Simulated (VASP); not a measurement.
Wanted: the native input for a VASP 6.6.1 run.

```yaml
Task: relaxation of cell and atoms
Functional: r2SCAN
Potentials_or_basis: VASP PAW PBE potentials, release 64 (Sb)
Cutoff: 600 eV
k_mesh: 13 × 13 × 13
Occupations: fermi-dirac, width 0.0469 eV
Spin: no spin polarisation
Dipole_correction: no
Further_INCAR_settings: ALGO = Normal; EDIFF = 1e-07; IBRION = 2; EDIFFG = -0.03; NSW = 60; ISIF = 3
```

The system is Sb.

```
CELL_PARAMETERS angstrom
0.00000 2.30797 2.30797
2.30797 0.00000 2.30797
2.30797 2.30797 0.00000
ATOMIC_POSITIONS crystal
Sb 0.00000 0.00000 0.00000
```

The input as run:

POSCAR

```
Sb
1.0
    0.0000000000      2.3079688100      2.3079688100
    2.3079688100      0.0000000000      2.3079688100
    2.3079688100      2.3079688100      0.0000000000
Sb
1
Direct
    0.0000000000      0.0000000000      0.0000000000
```

INCAR.step1

```
  PREC = Accurate
  ENCUT = 600
  ISMEAR = -1
  SIGMA = 0.0469
  LREAL = False
  LASPH = True
  NELM = 60
  GGA = PE
  ALGO = Normal
  EDIFF = 1E-4
  LWAVE = True
  LCHARG = False
```

INCAR.step2

```
  PREC = Accurate
  ENCUT = 600
  EDIFF = 1E-7
  ISMEAR = -1
  SIGMA = 0.0469
  LREAL = False
  LASPH = True
  NELM = 60
  ALGO = Normal
  ISIF = 3
  LWAVE = False
  LCHARG = False
  METAGGA = R2SCAN
  LMIXTAU = True
  IBRION = 2
  NSW = 60
  EDIFFG = -0.03
  ISTART = 1
```

KPOINTS

```
regular mesh
0
Gamma
  13 13 13
```

Potentials or basis: VASP PAW PBE potentials, release 64 (Sb).

Command:

```console
$ cat potpaw_PBE.64/Sb/POTCAR > POTCAR
$ cp INCAR.step1 INCAR
$ mpirun -np 1 vasp_std > vasp.out
$ cp INCAR.step2 INCAR
$ mpirun -np 1 vasp_std > vasp.out
```

It gave:

```json
{"Relaxed volume": "27.12 Å³/atom", "Relaxed cell": "a = 3.372 Å, b = 3.372 Å, c = 3.372 Å, α = 60.00°, β = 60.00°, γ = 60.00°", "Space group after relaxing (to 0.05 Å)": "Fm-3m (No. 225)", "Energy gained by relaxing": "52.6 meV/atom", "Ionic steps": "3", "Pressure after relaxing": "0.0 GPa"}
```

Caveat: the PAW data sets were made with another functional, which shifts forces and pressure a little; the volume moved by +10 % from the deposited cell, more than functionals usually miss.

Wall time 2.2 min on 1 thread of AMD EPYC 9R45 96-Core Processor (Zen 5), on a shared host, peak memory 0.14 GiB.
